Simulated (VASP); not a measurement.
Input of a VASP 6.6.1 run:

File INCAR:

```
SYSTEM = SnO2
ALGO = Normal ; EDIFF = 1E-7
ENCUT = 520 ; GGA = PE
ISIF = 2 ; ISMEAR = 0
IVDW = 12 ; LASPH = .TRUE.
LCHARG = .FALSE. ; LREAL = .FALSE.
LWAVE = .FALSE. ; NBANDS = 35
NELM = 80 ; PREC = Accurate
SIGMA = 0.05
```

KPOINTS

```
k-points
0
G
  12 12 4
  0 0 0
```

Contents of POSCAR:

```
SnO2
1.0
    3.2648065132      0.0000000000      0.0000000000
   -1.6324032566      2.8274053789      0.0000000000
    0.0000000000      0.0000000000     10.5056250869
Sn O
2 4
Direct
   -0.1169759215      0.0000000000      0.5000000000
    0.1169759215      0.0000000000      0.0000000000
    0.5482055332      0.3333333333      0.4017901351
    0.7851278001      0.3333333333      0.0982098649
    0.2148721999      0.6666666667      0.5982098649
    0.4517944668      0.6666666667      0.9017901351
```

Potentials or basis: VASP PAW PBE potentials, release 64 (Sn_d, O).

Command:

```console
$ cat potpaw_PBE.64/Sn_d/POTCAR potpaw_PBE.64/O/POTCAR > POTCAR
$ mpirun -np 1 vasp_std > vasp.out
```

Problem. Estimate the dispersion energy per atom.

Solution. -0.156 eV.

Problem. What does it give for the pressure?

Solution. -5.6 GPa.

Problem. Predict the band gap on the k mesh.

Solution. 1.82 eV (least direct gap 2.11 eV).

Problem. Estimate the largest force.

Solution. 0.432 eV/Å.

Stress tensor (GPa, compression positive):
```
-6.41  0.00  0.00
 0.00 -6.55  0.00
 0.00  0.00 -3.94
```

Caveat: the cell differs from its parent crystal (atoms displaced along a vibrational mode, the cell strained); the cell stands under tension; spin-orbit coupling is left out, which moves the levels of the heavy elements. A k mesh can miss the band edges.
